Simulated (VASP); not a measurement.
# ScAl (Cmcm) in VASP: notebook

The runs below take ScAl through single point, with PBEsol.

Program: VASP 6.6.1. These are calculated values, not measurements. Logs are shortened: lines on timing, memory, paths and dates and some standing lists are left out, and cuts for length are marked.

## 1. The cell of the first run

The structure is orthorhombic, space group Cmcm (No. 63). The conventional cell has a = 3.390 Å, b = 11.182 Å, c = 4.397 Å, α = 90.00°, β = 90.00°, γ = 90.00°. Sc (site symmetry m2m) has 7 Al at 2.96 to 3.09 Å and 6 Sc at 3.39 to 3.42 Å within 3.9 Å. Within 3.6 Å of Al (site symmetry m2m) lie 4 Al at 2.70 to 3.39 Å and 7 Sc at 2.96 to 3.09 Å.

## 2. Single point, PBEsol (20.83 Å³/atom)

INCAR

```
ALGO = Fast
EDIFF = 1E-6
ENCUT = 520
GGA = PS
ISIF = 2
ISMEAR = 0
LASPH = True
LCHARG = False
LREAL = False
LWAVE = False
NBANDS = 22
NELM = 60
PREC = Accurate
SIGMA = 0.1
```

KPOINTS

```
k-points
0
Gamma
  14 14 10
```

POSCAR

```
ScAl
1.0
    1.6950260433     -5.5907611798      0.0000000000
    1.6950260433      5.5907611798      0.0000000000
    0.0000000000      0.0000000000      4.3967653206
Sc Al
2 2
Direct
    0.8389607348      0.1610392652      0.2500000000
    0.1610392652      0.8389607348      0.7500000000
    0.5704239138      0.4295760862      0.2500000000
    0.4295760862      0.5704239138      0.7500000000
```

Potentials or basis: VASP PAW PBE potentials, release 64 (Sc_sv, Al).

Command:

```console
$ cat potpaw_PBE.64/Sc_sv/POTCAR potpaw_PBE.64/Al/POTCAR > POTCAR
$ mpirun -np 1 vasp_std > vasp.out
```

OUTCAR:

```text
EDIFF = 1E-6
   ENCUT = 520
   GGA = PS
   ISIF = 2
   ISMEAR = 0
   LASPH = True
   LREAL = False
   NELM = 60
   PREC = Accurate

 ion  position               nearest neighbor table
   1  0.839  0.161  0.250-   4 2.96   4 2.96   4 2.96   4 2.96   3 3.00   3 3.09   3 3.09   2 3.42
                             2 3.42   2 3.42   2 3.42
   2  0.161  0.839  0.750-   3 2.96   3 2.96   3 2.96   3 2.96   4 3.00   4 3.09   4 3.09   1 3.42
                             1 3.42   1 3.42   1 3.42
   3  0.570  0.430  0.250-   4 2.70   4 2.70   2 2.96   2 2.96   2 2.96   2 2.96   1 3.00   1 3.09
                             1 3.09
   4  0.430  0.570  0.750-   3 2.70   3 2.70   1 2.96   1 2.96   1 2.96   1 2.96   2 3.00   2 3.09
                             2 3.09

  LATTYP: Found a base centered orthorhombic cell.
 ALAT       =     3.3900520866
 B/A-ratio  =     3.2983334987
 C/A-ratio  =     1.2969609930

  Lattice vectors:

 A1 = (   1.6950260433,  -5.5907611798,   0.0000000000)
 A2 = (   1.6950260433,   5.5907611798,   0.0000000000)
 A3 = (   0.0000000000,   0.0000000000,   4.3967653206)

Analysis of symmetry for initial positions (statically):
=====================================================================
 Subroutine PRICEL returns:
 Original cell was already a primitive cell.

 Routine SETGRP: Setting up the symmetry group for a
 base centered orthorhombic supercell.

 Subroutine GETGRP returns: Found  8 space group operations
 (whereof  4 operations were pure point group operations)
 out of a pool of  8 trial point group operations.

The static configuration has the point symmetry C_2h.
 The point group associated with its full space group is D_2h.

Analysis of symmetry for dynamics (positions and initial velocities):
=====================================================================
 Subroutine PRICEL returns:
 Original cell was already a primitive cell.

 Routine SETGRP: Setting up the symmetry group for a
 base centered orthorhombic supercell.

 Subroutine GETGRP returns: Found  8 space group operations
 (whereof  4 operations were pure point group operations)
 out of a pool of  8 trial point group operations.

The dynamic configuration has the point symmetry C_2h.
 The point group associated with its full space group is D_2h.

 Subroutine INISYM returns: Found  8 space group operations
 (whereof  4 operations are pure point group operations),
 and found     1 'primitive' translations

----------------------------------------------------------------------------------------

                                     Primitive cell

  volume of cell :      83.3318

  direct lattice vectors                    reciprocal lattice vectors
     1.695026043 -5.590761180  0.000000000     0.294980718 -0.089433260  0.000000000
     1.695026043  5.590761180  0.000000000     0.294980718  0.089433260  0.000000000
     0.000000000  0.000000000  4.396765321     0.000000000  0.000000000  0.227439931

  length of vectors
     5.842065034  5.842065034  4.396765321     0.308240056  0.308240056  0.227439931

  position of ions in fractional coordinates (direct lattice)
     0.838960735  0.161039265  0.250000000
     0.161039265  0.838960735  0.750000000
     0.570423914  0.429576086  0.250000000
     0.429576086  0.570423914  0.750000000

  ion indices of the primitive-cell ions
   primitive index   ion index
                 1           1
                 2           2
                 3           3
                 4           4

----------------------------------------------------------------------------------------

 KPOINTS: k-points

Automatic generation of k-mesh.
 Grid dimensions read from file:
 generate k-points for:   14   14   10

 Generating k-lattice:

  Cartesian coordinates                     Fractional coordinates (reciprocal lattice)
     0.021070051 -0.006388090  0.000000000     0.071428571  0.000000000  0.000000000
     0.021070051  0.006388090  0.000000000     0.000000000  0.071428571  0.000000000
     0.000000000  0.000000000  0.022743993     0.000000000  0.000000000  0.100000000

  Length of vectors
     0.022017147  0.022017147  0.022743993

  Shift w.r.t. Gamma in fractional coordinates (k-lattice)
     0.000000000  0.000000000  0.000000000

 Subroutine IBZKPT returns following result:
 ===========================================

 Found    342 irreducible k-points:

 Following reciprocal coordinates:
            Coordinates               Weight
  0.000000  0.000000  0.000000      1.000000
  0.071429 -0.000000  0.000000      4.000000
  0.142857 -0.000000  0.000000      4.000000
  0.214286  0.000000  0.000000      4.000000
  0.285714 -0.000000  0.000000      4.000000
  0.357143 -0.000000  0.000000      4.000000
[... 16 lines left out ...]
  0.214286  0.142857  0.000000      4.000000
  0.285714  0.142857  0.000000      4.000000
 [... further k-points ...]
   k-points           NKPTS =    342   k-points in BZ     NKDIM =    342   number of bands    NBANDS=     22
   number of dos      NEDOS =    301   number of ions     NIONS =      4
   total plane-waves  NPLWV =  82944
   dimension x,y,z NGX =    48 NGY =   48 NGZ =   36
   dimension x,y,z NGXF=    96 NGYF=   96 NGZF=   72
   ions per type =               2   2
   NGX,Y,Z   is equivalent  to a cutoff of  13.66, 13.66, 13.61 a.u.
   NGXF,Y,Z  is equivalent  to a cutoff of  27.32, 27.32, 27.22 a.u.
 SYSTEM =  unknown system
   PREC   = accura    normal or accurate (medium, high low for compatibility)
   ISTART =      0    job   : 0-new  1-cont  2-samecut
   ICHARG =      2    charge: 1-file 2-atom 10-const
   ISPIN  =      1    spin polarized calculation?
   LNONCOLLINEAR =      F non collinear calculations
   LSORBIT =      F    spin-orbit coupling
   LASPH  =      T    aspherical Exc in radial PAW
   ENCUT  =  520.0 eV  38.22 Ry    6.18 a.u.  10.86 10.86  8.18*2*pi/ulx,y,z
   NELM   =     60;   NELMIN=  2; NELMDL= -5     # of ELM steps
   EDIFF  = 0.1E-05   stopping-criterion for ELM
   LREAL  =      F    real-space projection
   EDIFFG = 0.1E-04   stopping-criterion for IOM
   NSW    =      0    number of steps for IOM
   IBRION =     -1    ionic relax: 0-MD 1-quasi-New 2-CG
   NFREE  =      0    steps in history (QN), initial steepest desc. (CG)
   ISIF   =      2    stress and relaxation
   ISYM   =      2    0-nonsym 1-usesym 2-fastsym
   POTIM  = 0.5000    time-step for ionic-motion
   TEBEG  =    0.0;   TEEND  =   0.0 temperature during run
   PSTRESS=    0.0 pullay stress
   NELECT =      28.0000    total number of electrons
   NUPDOWN=      -1.0000    fix difference up-down
   EMIN   =  10.00;   EMAX   =-10.00  energy-range for DOS
   EFERMI =   0.00;   METHOD = LEGACY
   ISMEAR =     0;   SIGMA  =   0.10  broadening in eV -4-tet -1-fermi 0-gaus
   EFERMI_NEDOS =   21; number of points for ismear=-14 and -15
   IALGO  =     68    algorithm
   IMIX   =      4    mixing-type and parameters
     AMIX     =   0.40;   BMIX     =  1.00
     AMIX_MAG =   1.60;   BMIX_MAG =  1.00
  volume/ion in A,a.u.               =      20.83       140.59
  Fermi-wavevector in a.u.,A,eV,Ry     =   1.138127  2.150748 17.624070  1.295333
  Thomas-Fermi vector in A             =   2.274831
   LORBIT       =      0    0 simple, 1 ext, 2 COOP (PROOUT), +10 PAW based schemes
   GGA     = PS    functional components
   LHFCALC =     F    Hartree Fock is set to
   AEXX    =    0.0000 exact exchange contribution
   IVDW    =     0    specifies the selected vdW correction
   LEPSILON=     F    determine dielectric tensor
   LRPA    =     F    only Hartree local field effects (RPA)
 non-spin polarized calculation
 RMM-DIIS sequential band-by-band and
 Gauss-broadening in eV      SIGMA  =   0.10
  energy-cutoff  :      520.00
  volume of cell :       83.33
 maximum number of plane-waves:      2270
 NGX is ok and might be reduce to    48
   NGX = 21   NGY = 21   NGZ = 17

 number of electron      27.9999996 magnetization

 Free energy of the ion-electron system (eV)
  ---------------------------------------------------
  ext. energy  EPLUGINS =         0.00000000
  ---------------------------------------------------
  free energy    TOTEN  =       -22.97996895 eV

  energy without entropy =      -22.95314661  energy(sigma->0) =      -22.96655778

 E-fermi :   4.9588     XC(G=0): -10.0482

 val. band max:        4.9567014743   @ k =  -0.4286   0.1429   0.4000
 cond. band min:       4.9593338110   @ k =  -0.4286   0.0714   0.0000
 fundamental gap:      0.0026323367
 Fermi energy:         4.9588241105

 k-point     1 :       0.0000    0.0000    0.0000
  band No.  band energies     occupation
      1     -44.2748      2.00000
      2     -44.2511      2.00000
      3     -23.0606      2.00000
      4     -23.0573      2.00000
      5     -22.9722      2.00000
      6     -22.9601      2.00000
[... 14 lines left out ...]
     21       7.7289      0.00000
     22       7.8088      0.00000

 k-point     2 :       0.0714   -0.0000    0.0000
  band No.  band energies     occupation
      1     -44.2738      2.00000
      2     -44.2508      2.00000
      3     -23.0585      2.00000
      4     -23.0558      2.00000
      5     -22.9739      2.00000
      6     -22.9606      2.00000
[... 14 lines left out ...]
     21       7.7355      0.00000
     22       7.9669      0.00000

 k-point     3 :       0.1429   -0.0000    0.0000
  band No.  band energies     occupation
      1     -44.2712      2.00000
      2     -44.2499      2.00000
      3     -23.0525      2.00000
      4     -23.0518      2.00000
      5     -22.9799      2.00000
      6     -22.9620      2.00000
[... 14 lines left out ...]
     21       7.9148      0.00000
     22       8.8498      0.00000

 k-point     4 :       0.2143    0.0000    0.0000
  band No.  band energies     occupation
      1     -44.2672      2.00000
      2     -44.2488      2.00000
      3     -23.0465      2.00000
      4     -23.0431      2.00000
      5     -22.9926      2.00000
      6     -22.9646      2.00000
[... 14 lines left out ...]
     21       8.2304      0.00000
     22       9.0309      0.00000

 k-point     5 :       0.2857   -0.0000    0.0000
  band No.  band energies     occupation
      1     -44.2625      2.00000
      2     -44.2478      2.00000
      3     -23.0428      2.00000
      4     -23.0314      2.00000
      5     -23.0125      2.00000
      6     -22.9688      2.00000
[... 14 lines left out ...]
     21       8.4751      0.00000
     22       8.7228      0.00000

 k-point     6 :       0.3571   -0.0000    0.0000
  band No.  band energies     occupation
      1     -44.2577      2.00000
      2     -44.2475      2.00000
      3     -23.0445      2.00000
      4     -23.0336      2.00000
      5     -23.0185      2.00000
      6     -22.9749      2.00000
[... 14 lines left out ...]
     21       8.5473      0.00000
     22       8.9718      0.00000

 k-point     7 :       0.4286    0.0000    0.0000
  band No.  band energies     occupation
      1     -44.2535      2.00000
      2     -44.2482      2.00000
      3     -23.0518      2.00000
      4     -23.0486      2.00000
      5     -23.0057      2.00000
      6     -22.9831      2.00000
[... 324 lines left out ...]
      6     -22.9609      2.00000
[... 14 lines left out ...]
     21       7.7804      0.00000
     22       7.9153      0.00000

 k-point    21 :      -0.0714    0.0714    0.0000
  band No.  band energies     occupation
      1     -44.2747      2.00000
      2     -44.2512      2.00000
      3     -23.0604      2.00000
      4     -23.0568      2.00000
      5     -22.9728      2.00000
      6     -22.9603      2.00000
[... 14 lines left out ...]
     21       7.7246      0.00000
     22       7.7696      0.00000

 k-point    22 :       0.1429    0.1429    0.0000
  band No.  band energies     occupation
      1     -44.2626      2.00000
      2     -44.2477      2.00000
      3     -23.0443      2.00000
      4     -23.0321      2.00000
      5     -23.0111      2.00000
      6     -22.9681      2.00000
[... 14 lines left out ...]
     21       8.2314      0.00000
     22       8.7754      0.00000

 k-point    23 :       0.2143    0.1429    0.0000
  band No.  band energies     occupation
      1     -44.2579      2.00000
      2     -44.2473      2.00000
      3     -23.0462      2.00000
      4     -23.0321      2.00000
      5     -23.0194      2.00000
      6     -22.9740      2.00000
[... 14 lines left out ...]
     21       8.3531      0.00000
     22       8.7058      0.00000

 k-point    24 :       0.2857    0.1429    0.0000
  band No.  band energies     occupation
      1     -44.2537      2.00000
      2     -44.2480      2.00000
      3     -23.0531      2.00000
      4     -23.0473      2.00000
      5     -23.0067      2.00000
      6     -22.9820      2.00000
[... 14 lines left out ...]
     21       8.8783      0.00000
     22       9.0987      0.00000

 [... further k-points ...]

------------------------ aborting loop because EDIFF is reached ----------------------------------------

  FORCE on cell =-STRESS in cart. coord.  units (eV):
  Direction    XX          YY          ZZ          XY          YZ          ZX
  --------------------------------------------------------------------------------------
  -------------------------------------------------------------------------------------
  Total       -2.0182175     -2.0445708     -2.0316051      0.0000000      0.0000000      0.0000000
  in kB      -38.8032360    -39.3099173    -39.0606341      0.0000000      0.0000000      0.0000000
  external PRESSURE =     -39.0579291 kB  Pullay stress =       0.0000000 kB

 VOLUME and BASIS-vectors are now :
 -----------------------------------------------------------------------------
  energy-cutoff  :      520.00
  volume of cell :       83.33
      direct lattice vectors                 reciprocal lattice vectors
     1.695026043 -5.590761180  0.000000000     0.294980718 -0.089433260  0.000000000
     1.695026043  5.590761180  0.000000000     0.294980718  0.089433260  0.000000000
     0.000000000  0.000000000  4.396765321     0.000000000  0.000000000  0.227439931

 POSITION                                       TOTAL-FORCE (eV/Angst)
 -----------------------------------------------------------------------------------
      1.69503     -3.79010      1.09919         0.000000     -0.001119      0.000000
      1.69503      3.79010      3.29757         0.000000      0.001119     -0.000000
      1.69503     -0.78745      1.09919         0.000000      0.003356      0.000000
      1.69503      0.78745      3.29757         0.000000     -0.003356      0.000000
 -----------------------------------------------------------------------------------
    total drift:                                0.000000      0.000000      0.000000

  FREE ENERGIE OF THE ION-ELECTRON SYSTEM (eV)
  ---------------------------------------------------
  free  energy   TOTEN  =       -22.9799689518 eV

  energy  without entropy=      -22.9531466148  energy(sigma->0) =      -22.96655778
```

Wall time 9.9 min (1 thread of Intel Xeon 6975P-C (Granite Rapids), shared host); peak memory 0.68 GiB.

Results:

```yaml
Free_energy: -22.9800 eV
Pressure: -3.9 GPa
Largest_force: 0.003 eV/Å
Band_gap_on_the_k_mesh: zero (bands 14 and 15 overlap by 1.55 eV)
```

Forces on the atoms (eV/Å):
```
Sc   0.000 -0.001  0.000
Sc   0.000  0.001  0.000
Al   0.000  0.003  0.000
Al   0.000 -0.003  0.000
```

Caveat: the cell stands under tension; the PAW data sets were made with another functional, which shifts forces and pressure a little.

[end of part 1 of 2]
